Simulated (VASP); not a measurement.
# Ga (Pm-3m) in VASP: a series of runs

Ga is run at these levels: PBE; tasks: single point.

Program: VASP 6.6.1. These are calculated values, not measurements. Logs are shortened: lines on timing, memory, paths and dates and some standing lists are left out, and cuts for length are marked.

**1. The cell of the first run**

Symmetry: Pm-3m, No. 221, cubic system. The conventional cell has a = 2.702 Å, b = 2.702 Å, c = 2.702 Å, α = 90.00°, β = 90.00°, γ = 90.00°. Within 3.6 Å of Ga (site symmetry m-3m) lie 6 Ga at 2.70 Å.

This isn't the form of Ga at room conditions, which is orthorhombic.

**2. Single point, PBE**

INCAR

```
ALGO = Normal
EDIFF = 1E-7
ENCUT = 520
GGA = PE
ISIF = 2
ISMEAR = -1
LASPH = T
LCHARG = T
LELF = T
LREAL = F
LVHAR = T
LWAVE = F
NBANDS = 12
NELM = 80
PREC = Accurate
SIGMA = 0.06122561905347299
```

KPOINTS

```
k-points
0
Gamma
  40 40 40
```

POSCAR

```
Ga
1.0
    2.7019243985      0.0000000000      0.0000000000
    0.0000000000      2.7019243985      0.0000000000
    0.0000000000      0.0000000000      2.7019243985
Ga
1
Direct
    0.0000000000      0.0000000000      0.0000000000
```

Potentials or basis: VASP PAW PBE potentials, release 64 (Ga_d).

Run with:

```sh
cat potpaw_PBE.64/Ga_d/POTCAR > POTCAR
mpirun -np 1 vasp_std > vasp.out
```

OUTCAR:

```text
EDIFF = 1E-7
   ENCUT = 520
   GGA = PE
   ISIF = 2
   ISMEAR = -1
   LASPH = T
   LREAL = F
   NELM = 80
   PREC = Accurate

 ion  position               nearest neighbor table
   1  0.000  0.000  0.000-

  LATTYP: Found a simple cubic cell.
 ALAT       =     2.7019243985

  Lattice vectors:

 A1 = (   2.7019243985,   0.0000000000,   0.0000000000)
 A2 = (   0.0000000000,   2.7019243985,   0.0000000000)
 A3 = (   0.0000000000,   0.0000000000,   2.7019243985)

Analysis of symmetry for initial positions (statically):
=====================================================================
 Subroutine PRICEL returns:
 Original cell was already a primitive cell.

 Routine SETGRP: Setting up the symmetry group for a
 simple cubic supercell.

 Subroutine GETGRP returns: Found 48 space group operations
 (whereof 48 operations were pure point group operations)
 out of a pool of 48 trial point group operations.

The static configuration has the point symmetry O_h .

Analysis of symmetry for dynamics (positions and initial velocities):
=====================================================================
 Subroutine PRICEL returns:
 Original cell was already a primitive cell.

 Routine SETGRP: Setting up the symmetry group for a
 simple cubic supercell.

 Subroutine GETGRP returns: Found 48 space group operations
 (whereof 48 operations were pure point group operations)
 out of a pool of 48 trial point group operations.

The dynamic configuration has the point symmetry O_h .

 Subroutine INISYM returns: Found 48 space group operations
 (whereof 48 operations are pure point group operations),
 and found     1 'primitive' translations

----------------------------------------------------------------------------------------

                                     Primitive cell

  volume of cell :      19.7251

  direct lattice vectors                    reciprocal lattice vectors
     2.701924399  0.000000000  0.000000000     0.370106581  0.000000000  0.000000000
     0.000000000  2.701924399  0.000000000     0.000000000  0.370106581  0.000000000
     0.000000000  0.000000000  2.701924399     0.000000000  0.000000000  0.370106581

  length of vectors
     2.701924399  2.701924399  2.701924399     0.370106581  0.370106581  0.370106581

  position of ions in fractional coordinates (direct lattice)
     0.000000000  0.000000000  0.000000000

  ion indices of the primitive-cell ions
   primitive index   ion index
                 1           1

----------------------------------------------------------------------------------------

 KPOINTS: k-points

Automatic generation of k-mesh.
 Grid dimensions read from file:
 generate k-points for:   40   40   40

 Generating k-lattice:

  Cartesian coordinates                     Fractional coordinates (reciprocal lattice)
     0.009252665  0.000000000  0.000000000     0.025000000  0.000000000  0.000000000
     0.000000000  0.009252665  0.000000000     0.000000000  0.025000000  0.000000000
     0.000000000  0.000000000  0.009252665     0.000000000  0.000000000  0.025000000

  Length of vectors
     0.009252665  0.009252665  0.009252665

  Shift w.r.t. Gamma in fractional coordinates (k-lattice)
     0.000000000  0.000000000  0.000000000

 Subroutine IBZKPT returns following result:
 ===========================================

 Found   1771 irreducible k-points:

 Following reciprocal coordinates:
            Coordinates               Weight
  0.000000  0.000000  0.000000      1.000000
  0.025000  0.000000  0.000000      6.000000
  0.050000  0.000000  0.000000      6.000000
  0.075000  0.000000  0.000000      6.000000
  0.100000  0.000000  0.000000      6.000000
  0.125000  0.000000  0.000000      6.000000
[... 16 lines left out ...]
  0.050000  0.025000  0.000000     24.000000
  0.075000  0.025000  0.000000     24.000000
 [... further k-points ...]
   k-points           NKPTS =   1771   k-points in BZ     NKDIM =   1771   number of bands    NBANDS=     12
   number of dos      NEDOS =    301   number of ions     NIONS =      1
   total plane-waves  NPLWV =   8000
   dimension x,y,z NGX =    20 NGY =   20 NGZ =   20
   dimension x,y,z NGXF=    40 NGYF=   40 NGZF=   40
   ions per type =               1
   NGX,Y,Z   is equivalent  to a cutoff of  12.31, 12.31, 12.31 a.u.
   NGXF,Y,Z  is equivalent  to a cutoff of  24.61, 24.61, 24.61 a.u.
 SYSTEM =  unknown system
   PREC   = accura    normal or accurate (medium, high low for compatibility)
   ISTART =      0    job   : 0-new  1-cont  2-samecut
   ICHARG =      2    charge: 1-file 2-atom 10-const
   ISPIN  =      1    spin polarized calculation?
   LNONCOLLINEAR =      F non collinear calculations
   LSORBIT =      F    spin-orbit coupling
   LASPH  =      T    aspherical Exc in radial PAW
   ENCUT  =  520.0 eV  38.22 Ry    6.18 a.u.   5.02  5.02  5.02*2*pi/ulx,y,z
   NELM   =     80;   NELMIN=  2; NELMDL= -5     # of ELM steps
   EDIFF  = 0.1E-06   stopping-criterion for ELM
   LREAL  =      F    real-space projection
   EDIFFG = 0.1E-05   stopping-criterion for IOM
   NSW    =      0    number of steps for IOM
   IBRION =     -1    ionic relax: 0-MD 1-quasi-New 2-CG
   NFREE  =      0    steps in history (QN), initial steepest desc. (CG)
   ISIF   =      2    stress and relaxation
   ISYM   =      2    0-nonsym 1-usesym 2-fastsym
   POTIM  = 0.5000    time-step for ionic-motion
   TEBEG  =    0.0;   TEEND  =   0.0 temperature during run
   PSTRESS=    0.0 pullay stress
   NELECT =      13.0000    total number of electrons
   NUPDOWN=      -1.0000    fix difference up-down
   EMIN   =  10.00;   EMAX   =-10.00  energy-range for DOS
   EFERMI =   0.00;   METHOD = LEGACY
   ISMEAR =    -1;   SIGMA  =   0.06  broadening in eV -4-tet -1-fermi 0-gaus
   EFERMI_NEDOS =   21; number of points for ismear=-14 and -15
   IALGO  =     38    algorithm
   IMIX   =      4    mixing-type and parameters
     AMIX     =   0.40;   BMIX     =  1.00
     AMIX_MAG =   1.60;   BMIX_MAG =  1.00
  volume/ion in A,a.u.               =      19.73       133.11
  Fermi-wavevector in a.u.,A,eV,Ry     =   1.424676  2.692247 27.615766  2.029702
  Thomas-Fermi vector in A             =   2.545142
   LORBIT       =      0    0 simple, 1 ext, 2 COOP (PROOUT), +10 PAW based schemes
   GGA     = PE    functional components
   LHFCALC =     F    Hartree Fock is set to
   AEXX    =    0.0000 exact exchange contribution
   IVDW    =     0    specifies the selected vdW correction
   LEPSILON=     F    determine dielectric tensor
   LRPA    =     F    only Hartree local field effects (RPA)
 non-spin polarized calculation
  energy-cutoff  :      520.00
  volume of cell :       19.73
 maximum number of plane-waves:       552
   NGX = 11   NGY = 11   NGZ = 11

 number of electron      13.0000022 magnetization

 Free energy of the ion-electron system (eV)
  ---------------------------------------------------
  ext. energy  EPLUGINS =         0.00000000
  ---------------------------------------------------
  free energy    TOTEN  =        -2.82757984 eV

  energy without entropy =       -2.82197945  energy(sigma->0) =       -2.82477964

 E-fermi :   4.8940     XC(G=0): -10.7154

 val. band max:        4.8861297950   @ k =   0.4000   0.3250   0.1750
 cond. band min:       4.8947240055   @ k =   0.3250   0.1500   0.1000
 fundamental gap:      0.0085942104
 Fermi energy:         4.8939991968

 k-point     1 :       0.0000    0.0000    0.0000
  band No.  band energies     occupation
      1     -10.2382      2.00000
      2     -10.2382      2.00000
      3      -9.7046      2.00000
      4      -9.7046      2.00000
      5      -9.7046      2.00000
      6      -5.7747      2.00000
      7      13.9596      0.00000
      8      13.9596      0.00000
      9      13.9596      0.00000
     10      16.8837      0.00000
     11      16.8837      0.00000
     12      19.4313      0.00000

 k-point     2 :       0.0250    0.0000    0.0000
  band No.  band energies     occupation
      1     -10.2380      2.00000
      2     -10.2360      2.00000
      3      -9.7055      2.00000
      4      -9.7055      2.00000
      5      -9.7046      2.00000
      6      -5.7619      2.00000
      7      13.6858      0.00000
      8      13.9731      0.00000
      9      13.9731      0.00000
     10      16.8946      0.00000
     11      17.1161      0.00000
     12      19.5040      0.00000

 k-point     3 :       0.0500    0.0000    0.0000
  band No.  band energies     occupation
      1     -10.2372      2.00000
      2     -10.2294      2.00000
      3      -9.7083      2.00000
      4      -9.7083      2.00000
      5      -9.7043      2.00000
      6      -5.7235      2.00000
      7      13.0461      0.00000
      8      14.0134      0.00000
      9      14.0134      0.00000
     10      16.9272      0.00000
     11      17.6023      0.00000
     12      19.7509      0.00000
[... 286 lines left out ...]
 k-point    23 :       0.0500    0.0250    0.0000
  band No.  band energies     occupation
      1     -10.2356      2.00000
      2     -10.2285      2.00000
      3      -9.7092      2.00000
      4      -9.7082      2.00000
      5      -9.7052      2.00000
      6      -5.7107      2.00000
      7      13.0509      0.00000
      8      13.7527      0.00000
      9      14.0268      0.00000
     10      17.0874      0.00000
     11      17.6998      0.00000
     12      19.8043      0.00000

 k-point    24 :       0.0750    0.0250    0.0000
  band No.  band energies     occupation
      1     -10.2343      2.00000
      2     -10.2177      2.00000
      3      -9.7137      2.00000
      4      -9.7127      2.00000
      5      -9.7049      2.00000
      6      -5.6465      2.00000
      7      12.2685      0.00000
      8      13.8168      0.00000
      9      14.0937      0.00000
     10      17.1488      0.00000
     11      18.1685      0.00000
     12      20.2683      0.00000

 [... further k-points ...]
[... 5 lines left out ...]
  --------------------------------------------------------------------------------------
  -------------------------------------------------------------------------------------
  Total        0.1301584      0.1301584      0.1301584      0.0000000     -0.0000000      0.0000000
  in kB       10.5721472     10.5721472     10.5721472      0.0000000     -0.0000000      0.0000000
  external PRESSURE =      10.5721472 kB  Pullay stress =       0.0000000 kB

 VOLUME and BASIS-vectors are now :
 -----------------------------------------------------------------------------
  energy-cutoff  :      520.00
  volume of cell :       19.73
      direct lattice vectors                 reciprocal lattice vectors
     2.701924399  0.000000000  0.000000000     0.370106581  0.000000000  0.000000000
     0.000000000  2.701924399  0.000000000     0.000000000  0.370106581  0.000000000
     0.000000000  0.000000000  2.701924399     0.000000000  0.000000000  0.370106581

 POSITION                                       TOTAL-FORCE (eV/Angst)
 -----------------------------------------------------------------------------------
      0.00000      0.00000      0.00000         0.000000      0.000000      0.000000
 -----------------------------------------------------------------------------------
    total drift:                                0.000000      0.000000      0.000000

  FREE ENERGIE OF THE ION-ELECTRON SYSTEM (eV)
  ---------------------------------------------------
  free  energy   TOTEN  =        -2.8275798435 eV

  energy  without entropy=       -2.8219794450  energy(sigma->0) =       -2.82477964
```

Wall time 91 s (1 thread of Intel Xeon 6975P-C (Granite Rapids), shared host); peak memory 0.47 GiB.

Results:

* Free energy: -2.8276 eV
* Pressure: 1.1 GPa
* Band gap on the k mesh: zero (an odd number of electrons rules out a gap without spin polarisation)

Levels at points of the mesh, in eV from the Fermi level:
```tsv
k point	band 2	band 3	band 4	band 5	band 6	band 7	band 8	band 9	band 10	band 11
(0.00, 0.00, 0.00)	-15.13	-14.60	-14.60	-14.60	-10.67	9.07	9.07	9.07	11.99	11.99
(0.50, 0.00, 0.00)	-14.80	-14.74	-14.74	-14.59	-6.22	-4.17	12.56	12.56	15.75	16.58
(0.50, 0.50, 0.00)	-14.94	-14.72	-14.72	-14.46	-1.59	-0.68	-0.68	4.23	16.15	20.64
(0.50, 0.50, 0.50)	-14.95	-14.95	-14.45	-14.45	2.66	2.66	2.66	3.96	8.25	8.25
```

[end of part 1 of 2]
